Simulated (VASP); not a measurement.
Runs of VASP 6.6.1 on Ge. The structure is that of space group Fd-3m (No. 227), or close to it. The cells are those of the table. 

| task | level | potentials or basis | cell | k mesh | cutoff (eV) | gap on the mesh (eV) | pressure (GPa) |
| --- | --- | --- | --- | --- | --- | --- | --- |
| single point | PBEsol | VASP PAW PBE potentials, release 64 (Ge_d) | a = 4.013 Å, angles 90.0, 60.0, 120.0°, 2 atoms | 9 × 9 × 11 | 520 | none | -0.1 |
| single point | LDA | VASP PAW LDA potentials, release 64 (Ge_d) | a = 4.013 Å, angles 60.0°, 2 atoms | 14 × 14 × 14 | 520 | none | -1.8 |
| single point | PBEsol | VASP PAW PBE potentials, release 64 (Ge_d) | a = 4.013 Å, angles 60.0°, 2 atoms | 6 × 6 × 6 | 520 | none | 0.0 |
| single point | PBEsol | VASP PAW PBE potentials, release 64 (Ge_d) | a = 4.013 Å, angles 60.0°, 2 atoms | 14 × 14 × 14 | 520 | none | (a) |
| relaxation of cell and atoms | PBEsol | VASP PAW PBE potentials, release 64 (Ge_d) | relaxed from a = 4.001 Å, angles 60.0°, 2 atoms | 14 × 14 × 14 | 600 | none | 0.0 |
| single point | PBEsol | VASP PAW PBE potentials, release 64 (Ge_d) | a = 4.001 Å, angles 60.0°, 2 atoms | 6 × 6 × 6 | 520 | none | 0.6 |

Alike in all rows: no spin polarisation; smearing gaussian 0.1 eV.

Problem. Fill in the values left out.

Solution. (a) -0.4.

Caveats: the PAW data sets were made with another functional, which shifts forces and pressure a little (some runs).

A k mesh can miss the band edges, and the runs leave out spin-orbit coupling on Ge.

A gap of «none» marks levels without a gap at the run's occupations.
